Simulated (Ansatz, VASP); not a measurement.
## MgO in VASP and in Ansatz

```
Mg O
1.0
    -0.10169    2.07731    2.07731
     2.07731   -0.10169    2.07731
     2.07731    2.07731   -0.10169
Mg O
1 1
Cartesian
  0.0000 0.0000 0.0000
  2.0265 2.0265 2.0265
```

Alike in both runs: task single point; functional PBE; k mesh 10 × 10 × 10; occupations gaussian, width 0.05 eV; no spin polarisation.

|  | VASP | Ansatz |
| --- | --- | --- |
| version | VASP 6.6.1 | Ansatz 0.2.0 |
| potentials or method | VASP PAW PBE potentials, release 64 (Mg, O), cutoff 520 eV | scalar-relativistic, plane waves, PAW |
| valence electrons in the cell | 8 | 16 |

VASP gave:

| Property | Result |
| --- | --- |
| gap on the k mesh at the Fermi level (eV) | 4.05 |
| least direct gap on the mesh (eV) | 4.05 |
| pressure (GPa) | -0.7 |
| traceless stress, the component that is largest in VASP (GPa) | 6.13 |

Q: Estimate Ansatz's values.

A: gap on the k mesh at the Fermi level (eV): 4.07; least direct gap on the mesh (eV): 4.07; pressure (GPa): 0.0; traceless stress, the component that is largest in VASP (GPa): 6.08.

VASP's potentials hold 8 valence electrons a cell and Ansatz's 16, so a difference there can come from the potentials and not from the codes.
